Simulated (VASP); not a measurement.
# Ti (P6_3/mmc) in VASP: further runs

Runs on Ti. Level: PBEsol. Tasks: single point, relaxation of cell and atoms.

Everything below comes from runs of VASP 6.6.1. Logs are shortened: lines on timing, memory, paths and dates and some standing lists are left out, and cuts for length are marked.

### 1 The cell of the first run

Symmetry: P6_3/mmc, No. 194, hexagonal system. Conventional cell: a = 2.900 Å, b = 2.900 Å, c = 4.592 Å, α = 90.00°, β = 90.00°, γ = 120.00°. Within 3.7 Å of Ti (site symmetry -6m2) lie 12 Ti at 2.84 to 2.90 Å.

### 2 Single point, PBEsol

The input, INCAR:

```
SYSTEM = Ti
PREC     = Accurate       ! precision mode
ENCUT    = 520            ! plane-wave cutoff, eV
EDIFF    = 1E-6           ! SCF threshold, eV
ISMEAR   = 1              ! smearing method
SIGMA    = 0.05           ! smearing width, eV
LREAL    = .FALSE.        ! projectors in reciprocal space
LASPH    = .TRUE.         ! aspherical terms in the spheres
NELM     = 60             ! most SCF steps
ALGO     = Normal         ! electronic algorithm
ISIF     = 2              ! what is computed and relaxed
LWAVE    = .FALSE.        ! write WAVECAR
LCHARG   = .FALSE.        ! write CHGCAR
GGA      = PS             ! functional
NBANDS   = 19             ! bands
```

The input, KPOINTS:

```
regular mesh
0
G
  18 18 10
  0 0 0
```

The input, POSCAR:

```
Ti
1.0
    2.8996592354      0.0000000000      0.0000000000
   -1.4498296177      2.5111785602      0.0000000000
    0.0000000000      0.0000000000      4.5922963529
Ti
2
Direct
    0.3333333333      0.6666666667      0.2500000000
    0.6666666667      0.3333333333      0.7500000000
```

Potentials or basis: VASP PAW PBE potentials, release 64 (Ti_sv).

On the command line:

```bash
> cat potpaw_PBE.64/Ti_sv/POTCAR > POTCAR
> mpirun -np 1 vasp_std > vasp.out
```

OUTCAR:

```text
SYSTEM = Ti
   PREC = Accurate
   ENCUT = 520
   EDIFF = 1E-6
   ISMEAR = 1
   LREAL = .FALSE.
   LASPH = .TRUE.
   NELM = 60
   ISIF = 2
   GGA = PS

 ion  position               nearest neighbor table
   1  0.333  0.667  0.250-   2 2.84   2 2.84   2 2.84   2 2.84   2 2.84   2 2.84
   2  0.667  0.333  0.750-   1 2.84   1 2.84   1 2.84   1 2.84   1 2.84   1 2.84

  LATTYP: Found a hexagonal cell.
 ALAT       =     2.8996592354
 C/A-ratio  =     1.5837365635

  Lattice vectors:

 A1 = (   2.8996592354,   0.0000000000,   0.0000000000)
 A2 = (  -1.4498296177,   2.5111785602,   0.0000000000)
 A3 = (   0.0000000000,   0.0000000000,   4.5922963529)

Analysis of symmetry for initial positions (statically):
=====================================================================
 Subroutine PRICEL returns:
 Original cell was already a primitive cell.

 Routine SETGRP: Setting up the symmetry group for a
 hexagonal supercell.

 Subroutine GETGRP returns: Found 24 space group operations
 (whereof 12 operations were pure point group operations)
 out of a pool of 24 trial point group operations.

The static configuration has the point symmetry D_3d.
 The point group associated with its full space group is D_6h.

Analysis of symmetry for dynamics (positions and initial velocities):
=====================================================================
 Subroutine PRICEL returns:
 Original cell was already a primitive cell.

 Routine SETGRP: Setting up the symmetry group for a
 hexagonal supercell.

 Subroutine GETGRP returns: Found 24 space group operations
 (whereof 12 operations were pure point group operations)
 out of a pool of 24 trial point group operations.

The dynamic configuration has the point symmetry D_3d.
 The point group associated with its full space group is D_6h.

 Subroutine INISYM returns: Found 24 space group operations
 (whereof 12 operations are pure point group operations),
 and found     1 'primitive' translations

----------------------------------------------------------------------------------------

                                     Primitive cell

  volume of cell :      33.4391

  direct lattice vectors                    reciprocal lattice vectors
     2.899659235  0.000000000  0.000000000     0.344868110  0.199109696  0.000000000
    -1.449829618  2.511178560  0.000000000     0.000000000  0.398219392  0.000000000
     0.000000000  0.000000000  4.592296353     0.000000000  0.000000000  0.217755982

  length of vectors
     2.899659235  2.899659235  4.592296353     0.398219392  0.398219392  0.217755982

  position of ions in fractional coordinates (direct lattice)
     0.333333333  0.666666667  0.250000000
     0.666666667  0.333333333  0.750000000

  ion indices of the primitive-cell ions
   primitive index   ion index
                 1           1
                 2           2

----------------------------------------------------------------------------------------

 KPOINTS: regular mesh

Automatic generation of k-mesh.
 Grid dimensions read from file:
 generate k-points for:   18   18   10

 Generating k-lattice:

  Cartesian coordinates                     Fractional coordinates (reciprocal lattice)
     0.019159339  0.011061650  0.000000000     0.055555556 -0.000000000  0.000000000
     0.000000000  0.022123300  0.000000000     0.000000000  0.055555556  0.000000000
     0.000000000  0.000000000  0.021775598     0.000000000  0.000000000  0.100000000

  Length of vectors
     0.022123300  0.022123300  0.021775598

  Shift w.r.t. Gamma in fractional coordinates (k-lattice)
     0.000000000  0.000000000  0.000000000

 Subroutine IBZKPT returns following result:
 ===========================================

 Found    222 irreducible k-points:

 Following reciprocal coordinates:
            Coordinates               Weight
  0.000000  0.000000  0.000000      1.000000
  0.055556 -0.000000  0.000000      6.000000
  0.111111 -0.000000  0.000000      6.000000
  0.166667  0.000000  0.000000      6.000000
  0.222222  0.000000  0.000000      6.000000
  0.277778  0.000000  0.000000      6.000000
[... 16 lines left out ...]
  0.333333  0.111111  0.000000     12.000000
  0.388889  0.111111  0.000000     12.000000
 [... further k-points ...]
   k-points           NKPTS =    222   k-points in BZ     NKDIM =    222   number of bands    NBANDS=     19
   number of dos      NEDOS =    301   number of ions     NIONS =      2
   total plane-waves  NPLWV =  20736
   dimension x,y,z NGX =    24 NGY =   24 NGZ =   36
   dimension x,y,z NGXF=    48 NGYF=   48 NGZF=   72
   ions per type =               2
   NGX,Y,Z   is equivalent  to a cutoff of  13.76, 13.76, 13.03 a.u.
   NGXF,Y,Z  is equivalent  to a cutoff of  27.52, 27.52, 26.06 a.u.
 SYSTEM =  Ti
   PREC   = accura    normal or accurate (medium, high low for compatibility)
   ISTART =      0    job   : 0-new  1-cont  2-samecut
   ICHARG =      2    charge: 1-file 2-atom 10-const
   ISPIN  =      1    spin polarized calculation?
   LNONCOLLINEAR =      F non collinear calculations
   LSORBIT =      F    spin-orbit coupling
   LASPH  =      T    aspherical Exc in radial PAW
   ENCUT  =  520.0 eV  38.22 Ry    6.18 a.u.   5.39  5.39  8.54*2*pi/ulx,y,z
   NELM   =     60;   NELMIN=  2; NELMDL= -5     # of ELM steps
   EDIFF  = 0.1E-05   stopping-criterion for ELM
   LREAL  =      F    real-space projection
   EDIFFG = 0.1E-04   stopping-criterion for IOM
   NSW    =      0    number of steps for IOM
   IBRION =     -1    ionic relax: 0-MD 1-quasi-New 2-CG
   NFREE  =      0    steps in history (QN), initial steepest desc. (CG)
   ISIF   =      2    stress and relaxation
   ISYM   =      2    0-nonsym 1-usesym 2-fastsym
   POTIM  = 0.5000    time-step for ionic-motion
   TEBEG  =    0.0;   TEEND  =   0.0 temperature during run
   PSTRESS=    0.0 pullay stress
   NELECT =      24.0000    total number of electrons
   NUPDOWN=      -1.0000    fix difference up-down
   EMIN   =  10.00;   EMAX   =-10.00  energy-range for DOS
   EFERMI =   0.00;   METHOD = LEGACY
   ISMEAR =     1;   SIGMA  =   0.05  broadening in eV -4-tet -1-fermi 0-gaus
   EFERMI_NEDOS =   21; number of points for ismear=-14 and -15
   IALGO  =     38    algorithm
   IMIX   =      4    mixing-type and parameters
     AMIX     =   0.40;   BMIX     =  1.00
     AMIX_MAG =   1.60;   BMIX_MAG =  1.00
  volume/ion in A,a.u.               =      16.72       112.83
  Fermi-wavevector in a.u.,A,eV,Ry     =   1.465752  2.769869 29.231140  2.148428
  Thomas-Fermi vector in A             =   2.581571
   LORBIT       =      0    0 simple, 1 ext, 2 COOP (PROOUT), +10 PAW based schemes
   GGA     = PS    functional components
   LHFCALC =     F    Hartree Fock is set to
   AEXX    =    0.0000 exact exchange contribution
   IVDW    =     0    specifies the selected vdW correction
   LEPSILON=     F    determine dielectric tensor
   LRPA    =     F    only Hartree local field effects (RPA)
 non-spin polarized calculation
 Methfessel and Paxton  Order N= 1 SIGMA  =   0.05
  energy-cutoff  :      520.00
  volume of cell :       33.44
 maximum number of plane-waves:       929
 NGX is ok and might be reduce to    24
   NGX = 11   NGY = 11   NGZ = 17

 number of electron      23.9999999 magnetization

 Free energy of the ion-electron system (eV)
  ---------------------------------------------------
  ext. energy  EPLUGINS =         0.00000000
  ---------------------------------------------------
  free energy    TOTEN  =       -16.68006509 eV

  energy without entropy =      -16.68051813  energy(sigma->0) =      -16.68021610

 E-fermi :   8.6323     XC(G=0): -11.8188

 val. band max:        8.6287586457   @ k =   0.2778   0.2778   0.4000
 cond. band min:       8.6343323362   @ k =   0.0556  -0.0000   0.5000
 fundamental gap:      0.0055736905
 Fermi energy:         8.6323283833

 k-point     1 :       0.0000    0.0000    0.0000
  band No.  band energies     occupation
      1     -47.9532      2.00000
      2     -47.7904      2.00000
      3     -24.6923      2.00000
      4     -23.9584      2.00000
      5     -23.9584      2.00000
      6     -23.8800      2.00000
[... 11 lines left out ...]
     18      10.2981      0.00000
     19      11.9205      0.00000

 k-point     2 :       0.0556   -0.0000    0.0000
  band No.  band energies     occupation
      1     -47.9495      2.00000
      2     -47.7889      2.00000
      3     -24.6845      2.00000
      4     -23.9745      2.00000
      5     -23.9638      2.00000
      6     -23.8833      2.00000
[... 11 lines left out ...]
     18      10.2456      0.00000
     19      11.9494      0.00000

 k-point     3 :       0.1111   -0.0000    0.0000
  band No.  band energies     occupation
      1     -47.9390      2.00000
      2     -47.7848      2.00000
      3     -24.6616      2.00000
      4     -24.0211      2.00000
      5     -23.9791      2.00000
      6     -23.9087      2.00000
[... 11 lines left out ...]
     18      10.1635      0.00000
     19      12.0218      0.00000

 k-point     4 :       0.1667    0.0000    0.0000
  band No.  band energies     occupation
      1     -47.9225      2.00000
      2     -47.7788      2.00000
      3     -24.6249      2.00000
      4     -24.0928      2.00000
      5     -24.0019      2.00000
      6     -23.9809      2.00000
[... 11 lines left out ...]
     18      10.4328      0.00000
     19      12.1102      0.00000

 k-point     5 :       0.2222    0.0000    0.0000
  band No.  band energies     occupation
      1     -47.9016      2.00000
      2     -47.7721      2.00000
      3     -24.5770      2.00000
      4     -24.1815      2.00000
      5     -24.0672      2.00000
      6     -24.0291      2.00000
[... 11 lines left out ...]
     18      10.7813      0.00000
     19      12.1938      0.00000

 k-point     6 :       0.2778    0.0000    0.0000
  band No.  band energies     occupation
      1     -47.8783      2.00000
      2     -47.7658      2.00000
      3     -24.5211      2.00000
      4     -24.2764      2.00000
      5     -24.1564      2.00000
      6     -24.0572      2.00000
[... 11 lines left out ...]
     18      11.1794      0.00000
     19      12.2622      0.00000

 k-point     7 :       0.3333    0.0000    0.0000
  band No.  band energies     occupation
      1     -47.8550      2.00000
      2     -47.7613      2.00000
      3     -24.4615      2.00000
      4     -24.3659      2.00000
      5     -24.2383      2.00000
      6     -24.0830      2.00000
[... 11 lines left out ...]
     18      11.5897      0.00000
     19      12.3126      0.00000

 k-point     8 :       0.3889   -0.0000    0.0000
  band No.  band energies     occupation
      1     -47.8342      2.00000
      2     -47.7594      2.00000
      3     -24.4388      2.00000
      4     -24.4042      2.00000
      5     -24.3037      2.00000
      6     -24.1037      2.00000
[... 256 lines left out ...]
 k-point    20 :       0.1667    0.1111    0.0000
  band No.  band energies     occupation
      1     -47.8932      2.00000
      2     -47.7696      2.00000
      3     -24.5573      2.00000
      4     -24.1864      2.00000
      5     -24.1387      2.00000
      6     -24.0109      2.00000
[... 11 lines left out ...]
     18      11.0802      0.00000
     19      12.1642      0.00000

 k-point    21 :       0.2222    0.1111    0.0000
  band No.  band energies     occupation
      1     -47.8709      2.00000
      2     -47.7641      2.00000
      3     -24.5028      2.00000
      4     -24.2725      2.00000
      5     -24.2026      2.00000
      6     -24.0535      2.00000
[... 11 lines left out ...]
     18      11.5411      0.00000
     19      12.2074      0.00000

 k-point    22 :       0.2778    0.1111    0.0000
  band No.  band energies     occupation
      1     -47.8485      2.00000
      2     -47.7604      2.00000
      3     -24.4444      2.00000
      4     -24.3561      2.00000
      5     -24.2586      2.00000
      6     -24.0944      2.00000
[... 11 lines left out ...]
     18      12.0382      0.00000
     19      12.2407      0.00000

 k-point    23 :       0.3333    0.1111    0.0000
  band No.  band energies     occupation
      1     -47.8284      2.00000
      2     -47.7592      2.00000
      3     -24.4243      2.00000
      4     -24.3876      2.00000
      5     -24.3035      2.00000
      6     -24.1275      2.00000
[... 11 lines left out ...]
     18      12.2629      0.00000
     19      12.5517      0.00000

 k-point    24 :       0.3889    0.1111    0.0000
  band No.  band energies     occupation
      1     -47.8134      2.00000
      2     -47.7601      2.00000
      3     -24.4686      2.00000
      4     -24.3418      2.00000
      5     -24.3327      2.00000
      6     -24.1488      2.00000
[... 11 lines left out ...]
     18      12.2752      0.00000
     19      13.0682      0.00000

 [... further k-points ...]
[... 5 lines left out ...]
  --------------------------------------------------------------------------------------
  -------------------------------------------------------------------------------------
  Total       -0.0442492     -0.0442492     -0.0457043      0.0000000      0.0000000      0.0000000
  in kB       -2.1201256     -2.1201256     -2.1898428      0.0000000      0.0000000      0.0000000
  external PRESSURE =      -2.1433646 kB  Pullay stress =       0.0000000 kB

 VOLUME and BASIS-vectors are now :
 -----------------------------------------------------------------------------
  energy-cutoff  :      520.00
  volume of cell :       33.44
      direct lattice vectors                 reciprocal lattice vectors
     2.899659235  0.000000000  0.000000000     0.344868110  0.199109696  0.000000000
    -1.449829618  2.511178560  0.000000000     0.000000000  0.398219392  0.000000000
     0.000000000  0.000000000  4.592296353     0.000000000  0.000000000  0.217755982

 POSITION                                       TOTAL-FORCE (eV/Angst)
 -----------------------------------------------------------------------------------
     -0.00000      1.67412      1.14807        -0.000000     -0.000000      0.000000
      1.44983      0.83706      3.44422         0.000000      0.000000      0.000000
 -----------------------------------------------------------------------------------
    total drift:                               -0.000000      0.000000     -0.000000

  FREE ENERGIE OF THE ION-ELECTRON SYSTEM (eV)
  ---------------------------------------------------
  free  energy   TOTEN  =       -16.6800650919 eV

  energy  without entropy=      -16.6805181264  energy(sigma->0) =      -16.68021610
```

Wall time 2.5 min (1 thread of Intel Xeon 8259CL, shared host); peak memory 0.24 GiB.

Results:

| Property | Result |
| --- | --- |
| Free energy | -16.6801 eV |
| Pressure | -0.2 GPa |
| Band gap on the k mesh | zero (bands 12 and 13 overlap by 1.12 eV) |

Caveat: the PAW data sets were made with another functional, which shifts forces and pressure a little.

(Part 1 of 2 ends here.)
